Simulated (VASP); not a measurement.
# Ni (Im-3m) in VASP: notebook

The runs below take Ni through single point, with PBE.

Program: VASP 6.6.1. These are calculated values, not measurements. Logs are shortened: lines on timing, memory, paths and dates and some standing lists are left out, and cuts for length are marked.

### 1 The cell of the first run

It takes space group Im-3m (No. 229, cubic). Conventional cell: a = 2.369 Å, b = 2.369 Å, c = 2.369 Å, α = 90.00°, β = 90.00°, γ = 90.00°. Ni (site symmetry m-3m) has 14 Ni at 2.05 to 2.37 Å within 2.7 Å.

### 2 Single point, PBE, collinear spin, ferromagnetic start

INCAR reads:

```
PREC     = Accurate       # precision mode
ENCUT    = 520            # plane-wave cutoff, eV
EDIFF    = 1E-7           # SCF threshold, eV
ISMEAR   = -1             # smearing method
SIGMA    = 0.1            # smearing width, eV
LREAL    = F              # projectors in reciprocal space
LASPH    = T              # aspherical terms in the spheres
NELM     = 150            # most SCF steps
ALGO     = Normal         # electronic algorithm
ISIF     = 2              # what is computed and relaxed
LWAVE    = F              # write WAVECAR
LCHARG   = T              # write CHGCAR
ISPIN    = 2              # spin polarisation
MAGMOM   = 1              # initial moments
LORBIT   = 11             # projections on sites
LMAXMIX  = 4              # l up to which the mixer works
GGA      = PE             # functional
LELF     = T              # ELF
LVHAR    = T            
NBANDS   = 15             # bands
```

KPOINTS reads:

```
regular mesh
0
Gamma
  23 23 23
```

POSCAR reads:

```
Ni
1.0
   -1.1843742248      1.1843742248      1.1843742248
    1.1843742248     -1.1843742248      1.1843742248
    1.1843742248      1.1843742248     -1.1843742248
Ni
1
Direct
    0.0000000000      0.0000000000      0.0000000000
```

Potentials or basis: VASP PAW PBE potentials, release 64 (Ni).

On the command line:

```
cat potpaw_PBE.64/Ni/POTCAR > POTCAR
mpirun -np 1 vasp_std > vasp.out
```

OUTCAR:

```text
PREC = Accurate
   ENCUT = 520
   EDIFF = 1E-7
   ISMEAR = -1
   LREAL = F
   LASPH = T
   NELM = 150
   ISIF = 2
   ISPIN = 2
   LORBIT = 11
   GGA = PE

 ion  position               nearest neighbor table
   1  0.000  0.000  0.000-

  LATTYP: Found a body centered cubic cell.
 ALAT       =     2.3687484496

  Lattice vectors:

 A1 = (  -1.1843742248,   1.1843742248,   1.1843742248)
 A2 = (   1.1843742248,  -1.1843742248,   1.1843742248)
 A3 = (   1.1843742248,   1.1843742248,  -1.1843742248)

Analysis of symmetry for initial positions (statically):
=====================================================================
 Subroutine PRICEL returns:
 Original cell was already a primitive cell.

 Routine SETGRP: Setting up the symmetry group for a
 body centered cubic supercell.

 Subroutine GETGRP returns: Found 48 space group operations
[... 9 lines left out ...]

 Routine SETGRP: Setting up the symmetry group for a
 body centered cubic supercell.

 Subroutine GETGRP returns: Found 48 space group operations
 (whereof 48 operations were pure point group operations)
 out of a pool of 48 trial point group operations.

The dynamic configuration has the point symmetry O_h .

Analysis of structural, dynamic, and magnetic symmetry:
=====================================================================
 Subroutine PRICEL returns:
 Original cell was already a primitive cell.

 Routine SETGRP: Setting up the symmetry group for a
 body centered cubic supercell.

 Subroutine GETGRP returns: Found 48 space group operations
 (whereof 48 operations were pure point group operations)
 out of a pool of 48 trial point group operations.

The overall configuration has the point symmetry O_h .

 Subroutine INISYM returns: Found 48 space group operations
[... 5 lines left out ...]
                                     Primitive cell

  volume of cell :       6.6455

  direct lattice vectors                    reciprocal lattice vectors
    -1.184374225  1.184374225  1.184374225     0.000000000  0.422163865  0.422163865
     1.184374225 -1.184374225  1.184374225     0.422163865  0.000000000  0.422163865
     1.184374225  1.184374225 -1.184374225     0.422163865  0.422163865  0.000000000

  length of vectors
     2.051396333  2.051396333  2.051396333     0.597029863  0.597029863  0.597029863

  position of ions in fractional coordinates (direct lattice)
     0.000000000  0.000000000  0.000000000

  ion indices of the primitive-cell ions
   primitive index   ion index
                 1           1

----------------------------------------------------------------------------------------

 KPOINTS: regular mesh

Automatic generation of k-mesh.
 Grid dimensions read from file:
 generate k-points for:   23   23   23

 Generating k-lattice:

  Cartesian coordinates                     Fractional coordinates (reciprocal lattice)
     0.000000000  0.018354951  0.018354951     0.043478261  0.000000000  0.000000000
     0.018354951  0.000000000  0.018354951     0.000000000  0.043478261  0.000000000
     0.018354951  0.018354951  0.000000000     0.000000000  0.000000000  0.043478261

  Length of vectors
     0.025957820  0.025957820  0.025957820

  Shift w.r.t. Gamma in fractional coordinates (k-lattice)
     0.000000000  0.000000000  0.000000000

 Subroutine IBZKPT returns following result:
 ===========================================

 Found    364 irreducible k-points:

 Following reciprocal coordinates:
            Coordinates               Weight
  0.000000  0.000000  0.000000      1.000000
  0.043478  0.000000  0.000000     12.000000
  0.086957  0.000000  0.000000     12.000000
  0.130435  0.000000  0.000000     12.000000
  0.173913  0.000000  0.000000     12.000000
  0.217391  0.000000  0.000000     12.000000
[... 16 lines left out ...]
  0.478261  0.043478  0.000000     24.000000
  0.086957  0.086957  0.000000     24.000000
 [... further k-points ...]
   k-points           NKPTS =    364   k-points in BZ     NKDIM =    364   number of bands    NBANDS=     15
   number of dos      NEDOS =    301   number of ions     NIONS =      1
   total plane-waves  NPLWV =   4096
   dimension x,y,z NGX =    16 NGY =   16 NGZ =   16
   dimension x,y,z NGXF=    32 NGYF=   32 NGZF=   32
   ions per type =               1
   NGX,Y,Z   is equivalent  to a cutoff of  12.97, 12.97, 12.97 a.u.
   NGXF,Y,Z  is equivalent  to a cutoff of  25.93, 25.93, 25.93 a.u.
 SYSTEM =  unknown system
   PREC   = accura    normal or accurate (medium, high low for compatibility)
   ISTART =      0    job   : 0-new  1-cont  2-samecut
   ICHARG =      2    charge: 1-file 2-atom 10-const
   ISPIN  =      2    spin polarized calculation?
   LNONCOLLINEAR =      F non collinear calculations
   LSORBIT =      F    spin-orbit coupling
   LASPH  =      T    aspherical Exc in radial PAW
   ENCUT  =  520.0 eV  38.22 Ry    6.18 a.u.   3.81  3.81  3.81*2*pi/ulx,y,z
   NELM   =    150;   NELMIN=  2; NELMDL= -5     # of ELM steps
   EDIFF  = 0.1E-06   stopping-criterion for ELM
   LREAL  =      F    real-space projection
   EDIFFG = 0.1E-05   stopping-criterion for IOM
   NSW    =      0    number of steps for IOM
   IBRION =     -1    ionic relax: 0-MD 1-quasi-New 2-CG
   NFREE  =      0    steps in history (QN), initial steepest desc. (CG)
   ISIF   =      2    stress and relaxation
   ISYM   =      2    0-nonsym 1-usesym 2-fastsym
   POTIM  = 0.5000    time-step for ionic-motion
   TEBEG  =    0.0;   TEEND  =   0.0 temperature during run
   PSTRESS=    0.0 pullay stress
   NELECT =      10.0000    total number of electrons
   NUPDOWN=      -1.0000    fix difference up-down
   EMIN   =  10.00;   EMAX   =-10.00  energy-range for DOS
   EFERMI =   0.00;   METHOD = LEGACY
   ISMEAR =    -1;   SIGMA  =   0.10  broadening in eV -4-tet -1-fermi 0-gaus
   EFERMI_NEDOS =   21; number of points for ismear=-14 and -15
   IALGO  =     38    algorithm
   IMIX   =      4    mixing-type and parameters
     AMIX     =   0.40;   BMIX     =  1.00
     AMIX_MAG =   1.60;   BMIX_MAG =  1.00
  volume/ion in A,a.u.               =       6.65        44.85
  Fermi-wavevector in a.u.,A,eV,Ry     =   1.875999  3.545124 47.883956  3.519371
  Thomas-Fermi vector in A             =   2.920587
   LORBIT       =     11    0 simple, 1 ext, 2 COOP (PROOUT), +10 PAW based schemes
   GGA     = PE    functional components
   LHFCALC =     F    Hartree Fock is set to
   AEXX    =    0.0000 exact exchange contribution
   IVDW    =     0    specifies the selected vdW correction
   LEPSILON=     F    determine dielectric tensor
   LRPA    =     F    only Hartree local field effects (RPA)
 spin polarized calculation
  energy-cutoff  :      520.00
  volume of cell :        6.65
 maximum number of plane-waves:       188
   NGX =  7   NGY =  7   NGZ =  7

 number of electron      10.0000000 magnetization       1.0000000

 number of electron       9.9999990 magnetization       0.0005354

 number of electron       9.9999990 magnetization      -0.0000295

 Free energy of the ion-electron system (eV)
  ---------------------------------------------------
  ext. energy  EPLUGINS =         0.00000000
  ---------------------------------------------------
  free energy    TOTEN  =        -2.75092685 eV

  energy without entropy =       -2.72010237  energy(sigma->0) =       -2.73551461

 E-fermi :  18.4331     XC(G=0): -16.4355

 val. band max:       18.4297583249   @ k =  -0.4348  -0.4348   0.2609
 cond. band min:      18.4557071350   @ k =  -0.3913   0.4348   0.3043
 fundamental gap:      0.0259488101
 Fermi energy:        18.4330663847

 spin component 1

 k-point     1 :       0.0000    0.0000    0.0000
  band No.  band energies     occupation
      1       5.6360      1.00000
      2      14.5504      1.00000
      3      14.5504      1.00000
      4      14.5504      1.00000
      5      17.1877      1.00000
      6      17.1877      1.00000
      7      49.7504      0.00000
      8      49.7504      0.00000
      9      49.7504      0.00000
     10      59.3652      0.00000
     11      59.3652      0.00000
     12      63.1624      0.00000
     13      65.5490      0.00000
     14      65.5490      0.00000
     15      65.5490      0.00000

 k-point     2 :       0.0435    0.0000    0.0000
  band No.  band energies     occupation
      1       5.7522      1.00000
      2      14.5095      1.00000
      3      14.5456      1.00000
      4      14.6240      1.00000
      5      17.1423      1.00000
      6      17.1909      1.00000
      7      49.3151      0.00000
      8      49.6828      0.00000
      9      49.7891      0.00000
     10      58.9619      0.00000
     11      59.7385      0.00000
     12      62.9843      0.00000
     13      63.6125      0.00000
     14      63.9056      0.00000
     15      65.7299      0.00000
[... 365 lines left out ...]
      3      17.1309      1.00000
      4      17.1806      1.00000
      5      18.1956      0.91487
      6      19.7922      0.00000
      7      29.9811      0.00000
      8      41.5541      0.00000
      9      46.7218      0.00000
     10      51.5953      0.00000
     11      57.8992      0.00000
     12      63.3476      0.00000
     13      64.3370      0.00000
     14      72.4274      0.00000
     15      74.2444      0.00000

 k-point    24 :       0.0870    0.0870    0.0000
  band No.  band energies     occupation
      1       6.9660      1.00000
      2      14.1869      1.00000
      3      14.2996      1.00000
      4      15.4531      1.00000
      5      16.7718      1.00000
      6      17.2727      0.99999
      7      45.9460      0.00000
      8      47.6166      0.00000
      9      50.6121      0.00000
     10      56.7405      0.00000
     11      57.6361      0.00000
     12      61.6840      0.00000
     13      63.2305      0.00000
     14      63.5635      0.00000
     15      66.1730      0.00000

 [... further k-points ...]

 spin component 2

 k-point     1 :       0.0000    0.0000    0.0000
  band No.  band energies     occupation
      1       5.6361      1.00000
      2      14.5504      1.00000
      3      14.5504      1.00000
      4      14.5504      1.00000
      5      17.1877      1.00000
      6      17.1877      1.00000
      7      49.7505      0.00000
      8      49.7505      0.00000
      9      49.7505      0.00000
     10      59.3652      0.00000
     11      59.3652      0.00000
     12      63.1623      0.00000
     13      65.5490      0.00000
     14      65.5490      0.00000
     15      65.5490      0.00000

 k-point     2 :       0.0435    0.0000    0.0000
  band No.  band energies     occupation
      1       5.7522      1.00000
      2      14.5095      1.00000
      3      14.5456      1.00000
      4      14.6240      1.00000
      5      17.1423      1.00000
      6      17.1908      1.00000
      7      49.3152      0.00000
      8      49.6829      0.00000
      9      49.7891      0.00000
     10      58.9619      0.00000
     11      59.7385      0.00000
     12      62.9842      0.00000
     13      63.6125      0.00000
     14      63.9056      0.00000
     15      65.7299      0.00000
[... 365 lines left out ...]
      3      17.1309      1.00000
      4      17.1806      1.00000
      5      18.1956      0.91488
      6      19.7922      0.00000
      7      29.9811      0.00000
      8      41.5541      0.00000
      9      46.7218      0.00000
     10      51.5953      0.00000
     11      57.8992      0.00000
     12      63.3476      0.00000
     13      64.3369      0.00000
     14      72.4275      0.00000
     15      74.2444      0.00000

 k-point    24 :       0.0870    0.0870    0.0000
  band No.  band energies     occupation
      1       6.9660      1.00000
      2      14.1869      1.00000
      3      14.2996      1.00000
      4      15.4530      1.00000
      5      16.7718      1.00000
      6      17.2727      0.99999
      7      45.9461      0.00000
      8      47.6166      0.00000
      9      50.6121      0.00000
     10      56.7405      0.00000
     11      57.6362      0.00000
     12      61.6840      0.00000
     13      63.2304      0.00000
     14      63.5635      0.00000
     15      66.1730      0.00000

 [... further k-points ...]
[... 5 lines left out ...]
  --------------------------------------------------------------------------------------
  -------------------------------------------------------------------------------------
  Total       13.2372779     13.2372779     13.2372779      0.0000000      0.0000000     -0.0000000
  in kB     3191.4087730   3191.4087730   3191.4087730      0.0000000      0.0000000     -0.0000000
  external PRESSURE =    3191.4087730 kB  Pullay stress =       0.0000000 kB

 VOLUME and BASIS-vectors are now :
 -----------------------------------------------------------------------------
  energy-cutoff  :      520.00
  volume of cell :        6.65
      direct lattice vectors                 reciprocal lattice vectors
    -1.184374225  1.184374225  1.184374225     0.000000000  0.422163865  0.422163865
     1.184374225 -1.184374225  1.184374225     0.422163865  0.000000000  0.422163865
     1.184374225  1.184374225 -1.184374225     0.422163865  0.422163865  0.000000000

 POSITION                                       TOTAL-FORCE (eV/Angst)
 -----------------------------------------------------------------------------------
      0.00000      0.00000      0.00000        -0.000000     -0.000000      0.000000
 -----------------------------------------------------------------------------------
    total drift:                                0.000000      0.000000     -0.000000

  FREE ENERGIE OF THE ION-ELECTRON SYSTEM (eV)
  ---------------------------------------------------
  free  energy   TOTEN  =        -2.7509268496 eV

  energy  without entropy=       -2.7201023736  energy(sigma->0) =       -2.73551461

 total charge

# of ion       s       p       d       tot
------------------------------------------
    1        0.782   1.125   8.846  10.753

 magnetization (x)

# of ion       s       p       d       tot
------------------------------------------
    1        0.000   0.000  -0.000  -0.000
```

Run time: 21 s. Hardware: 1 thread of Intel Xeon 6975P-C (Granite Rapids), shared host; peak memory 0.16 GiB.

What came out:

- Free energy: -2.7509 eV
- Pressure: 319.1 GPa
- Band gap on the k mesh: zero (filled and empty bands overlap)
- Net moment: 0.00 μB per cell

Levels at points of the mesh, in eV from the Fermi level:
Spin up:
| k point | band 2 | band 3 | band 4 | band 5 | band 6 | band 7 | band 8 | band 9 |
| --- | --- | --- | --- | --- | --- | --- | --- | --- |
| (0.00, 0.00, 0.00) | -3.88 | -3.88 | -3.88 | -1.25 | -1.25 | 31.32 | 31.32 | 31.32 |
Spin down:
| k point | band 3 | band 4 | band 5 | band 6 | band 7 | band 8 |
| --- | --- | --- | --- | --- | --- | --- |
| (0.00, 0.00, 0.00) | -3.88 | -3.88 | -1.25 | -1.25 | 31.32 | 31.32 |

### 3 Single point, PBE, collinear spin, ferromagnetic start

INCAR reads:

```
ALGO     = Normal         # electronic algorithm
EDIFF    = 1E-7           # SCF threshold, eV
ENCUT    = 520            # plane-wave cutoff, eV
GGA      = PE             # functional
ISIF     = 2              # what is computed and relaxed
ISMEAR   = -1             # smearing method
ISPIN    = 2              # spin polarisation
LASPH    = T              # aspherical terms in the spheres
LCHARG   = T              # write CHGCAR
LELF     = T              # ELF
LMAXMIX  = 4              # l up to which the mixer works
LORBIT   = 11             # projections on sites
LREAL    = F              # projectors in reciprocal space
LVHAR    = T            
LWAVE    = F              # write WAVECAR
MAGMOM   = 1              # initial moments
NBANDS   = 15             # bands
NELM     = 150            # most SCF steps
PREC     = Accurate       # precision mode
SIGMA    = 0.1            # smearing width, eV
```

KPOINTS reads:

```
k-points
0
Gamma
  23 23 23
```

POSCAR reads:

```
Ni
1.0
   -1.1845103295      1.1845103295      1.1845103295
    1.1845103295     -1.1845103295      1.1845103295
    1.1845103295      1.1845103295     -1.1845103295
Ni
1
Direct
    0.0000000000      0.0000000000      0.0000000000
```

Potentials or basis: VASP PAW PBE potentials, release 64 (Ni).

On the command line:

```
cat potpaw_PBE.64/Ni/POTCAR > POTCAR
mpirun -np 1 vasp_std > vasp.out
```

Wall time 20 s (1 thread of Intel Xeon 6975P-C (Granite Rapids), shared host); peak memory 0.16 GiB.

Results (log left out):

```yaml
Free_energy: -2.7555 eV
Pressure: 318.7 GPa
Band_gap_on_the_k_mesh: zero (filled and empty bands overlap)
Net_moment: 0.00 μB per cell
```

Levels at points of the mesh, in eV from the Fermi level:
Spin up:
```tsv
k point	band 2	band 3	band 4	band 5	band 6	band 7	band 8	band 9
(0.00, 0.00, 0.00)	-3.88	-3.88	-3.88	-1.24	-1.24	31.31	31.31	31.31
```
Spin down:
```
           k point  band 2  band 3  band 4  band 5  band 6  band 7  band 8  band 9
(0.00, 0.00, 0.00)   -3.88   -3.88   -3.88   -1.24   -1.24   31.31   31.31   31.31
```
